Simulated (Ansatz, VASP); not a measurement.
# BaTe: VASP beside Ansatz

Contents of INCAR:

```
  PREC = Accurate
  ENCUT = 520
  EDIFF = 1E-8
  ISMEAR = -1
  SIGMA = 0.05
  LREAL = F
  LASPH = T
  NELM = 60
  ALGO = Normal
  ISIF = 2
  LWAVE = F
  LCHARG = F
  GGA = PS
  LEFG = T
  NBANDS = 15
```

KPOINTS

```
Automatic mesh
0
Gamma
  10 10 10
```

Contents of POSCAR:

```
BaTe
1.0
    0.0341000000      3.4270500000      3.4270500000
    3.4270500000      0.0341000000      3.4270500000
    3.4270500000      3.4270500000      0.0341000000
Ba Te
1 1
Direct
    0.0000000000      0.0000000000      0.0000000000
    0.5000000000      0.5000000000      0.5000000000
```

Input for Ansatz:

```yaml
crystal:
  lattice:
    - [0.0341, 3.42705, 3.42705]
    - [3.42705, 0.0341, 3.42705]
    - [3.42705, 3.42705, 0.0341]
  atoms:
    - { symbol: Ba, position: [0.0, 0.0, 0.0] }
    - { symbol: Te, position: [0.5, 0.5, 0.5] }
kpoints:
  mp_grid: { grid: [10, 10, 10] }
scf:
  occupations: { method: fermi_dirac, width: 0.05 }
hamiltonian:
  xc: pbesol
  pseudopotentials: { kind: all_electron, datasets: crystal }
output:
  forces: true
  stress: true
  eigenvalues: true
  efg: { contact_densities: true }
```

Change from the starting cell: equal xy, yz and zx shear strains of +1 %, crystal datasets.

Alike in both runs: task electric field gradients; functional PBEsol; k mesh 10 × 10 × 10; occupations fermi-dirac, width 0.05 eV; no spin polarisation.

```csv
,VASP,Ansatz
version,VASP 6.6.1,Ansatz 0.2.0
potentials or method,"VASP PAW PBE potentials, release 64 (Ba_sv, Te), cutoff 520 eV","all-electron PAW with datasets made for the crystal, scalar-relativistic"
```

|  | VASP | Ansatz | Ansatz less VASP |
| --- | --- | --- | --- |
| pressure (GPa) | 2.4 | 1.9 | -0.46 |
| traceless stress, the component that is largest in VASP (GPa) | -0.10 | -0.10 | -0.001 |
| size of Vzz on the site where it differs most (V/Å²) | 4.5 | 4.7 | +0.17 |

VASP's potentials were made for PBE, not for PBEsol. Ansatz ran all-electron here, and VASP with PAW potentials.

Spin-orbit coupling is off throughout.
